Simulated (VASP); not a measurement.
Set up this calculation in VASP 6.6.1, as the native input.

```yaml
Task: single point
Functional: r2SCAN
Potentials_or_basis: VASP PAW PBE potentials, release 64 (Hf_pv, O)
Cutoff: 520 eV
k_mesh: 6 × 6 × 6
Occupations: gaussian, width 0.02 eV
Spin: no spin polarisation
Dipole_correction: no
Further_INCAR_settings: ALGO = Normal; EDIFF = 1e-06; NBANDS = 56
```

The system is HfO2.

```
Hf O
1.0
     5.31009    0.00000    0.00000
     0.00000    5.07083    0.00000
     0.00000    0.00000    5.10809
Hf O
4 8
Cartesian
  0.1743 1.3462 1.2138
  2.4808 1.3462 3.7679
  2.8293 3.7247 1.2138
  5.1358 3.7247 3.7679
  1.9309 0.3254 1.9692
  0.7242 0.3254 4.5233
  3.8467 2.3650 2.5022
  4.1184 2.3650 5.0563
  1.4634 2.7058 5.0563
  1.1917 2.7058 2.5022
  4.5859 4.7454 1.9692
  3.3792 4.7454 4.5233
```

One way to write it, as run:

POSCAR

```
HfO2
1.0
    5.3100948834      0.0000000000      0.0000000000
    0.0000000000      5.0708324328      0.0000000000
    0.0000000000      0.0000000000      5.1080903818
Hf O
4 8
Direct
    0.0328201303      0.2654741656      0.2376312627
    0.4671798697      0.2654741656      0.7376312627
    0.5328201303      0.7345258344      0.2376312627
    0.9671798697      0.7345258344      0.7376312627
    0.3636243914      0.0641793840      0.3855120946
    0.1363756086      0.0641793840      0.8855120946
    0.7244165818      0.4663986731      0.4898566427
    0.7755834182      0.4663986731      0.9898566427
    0.2755834182      0.5336013269      0.9898566427
    0.2244165818      0.5336013269      0.4898566427
    0.8636243914      0.9358206160      0.3855120946
    0.6363756086      0.9358206160      0.8855120946
```

INCAR.step1

```
SYSTEM = HfO2
PREC = Accurate
ENCUT = 520
ISMEAR = 0
SIGMA = 0.02
LREAL = .False.
LASPH = .True.
NELM = 80
NBANDS = 56
GGA = PE
ALGO = Normal
EDIFF = 1E-4
LWAVE = .True.
LCHARG = .False.
```

INCAR.step2

```
SYSTEM = HfO2
PREC = Accurate
ENCUT = 520
EDIFF = 1E-6
ISMEAR = 0
SIGMA = 0.02
LREAL = .False.
LASPH = .True.
NELM = 80
ALGO = Normal
ISIF = 2
LWAVE = .False.
LCHARG = .True.
METAGGA = R2SCAN
LMIXTAU = .True.
LELF = .True.
LVHAR = .True.
NBANDS = 56
ISTART = 1
```

KPOINTS

```
regular mesh
0
Gamma
  6 6 6
  0 0 0
```

Potentials or basis: VASP PAW PBE potentials, release 64 (Hf_pv, O).

Run with:

```sh
$ cat potpaw_PBE.64/Hf_pv/POTCAR potpaw_PBE.64/O/POTCAR > POTCAR
$ cp INCAR.step1 INCAR
$ mpirun -np 1 vasp_std > vasp.out
$ cp INCAR.step2 INCAR
$ mpirun -np 1 vasp_std > vasp.out
```

It gave:

```
Pressure               : -9.3 GPa
Largest force          : 0.072 eV/Å
Band gap on the k mesh : 4.87 eV (least direct gap 5.12 eV)
```

Caveat: the cell stands under tension; the PAW data sets were made with another functional, which shifts forces and pressure a little; spin-orbit coupling is left out, which moves the levels of the heavy elements.

Wall time 49 min on 1 thread of Oxide Virtual Turin-like Processor, on a shared host, peak memory 0.47 GiB.
